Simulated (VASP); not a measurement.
Runs of VASP 6.6.1 on H4C. The structure is that of space group I-43m (No. 217), or close to it. The cells are those of the table. 

| cell | gap on the mesh (eV) | pressure (GPa) | largest force (eV/Å) |
| --- | --- | --- | --- |
| a = 4.315 Å, angles 108.7, 109.9, 109.9°, 5 atoms | (a) | 0.4 | 0.17 |
| a = 4.272 Å, angles 110.3, 109.1, 109.1°, 5 atoms | 7.65 | 1.8 | 0.53 |
| a = 4.337 Å, angles 107.9, 110.3, 110.3°, 5 atoms | (b) | -0.3 | 0.13 |
| a = 4.251 Å, angles 111.1, 108.7, 108.7°, 5 atoms | 7.63 | 2.6 | 0.73 |

Alike in all rows: task single point; level PBEsol; potentials or basis VASP PAW PBE potentials, release 64 (H, C); no spin polarisation; k mesh 6 × 6 × 6; cutoff (eV) 520; smearing gaussian 0.05 eV.

Q: Fill in the values left out.

A: (a) 7.60; (b) 7.52.

Caveats: the PAW data sets were made with another functional, which shifts forces and pressure a little.

A k mesh can miss the band edges.
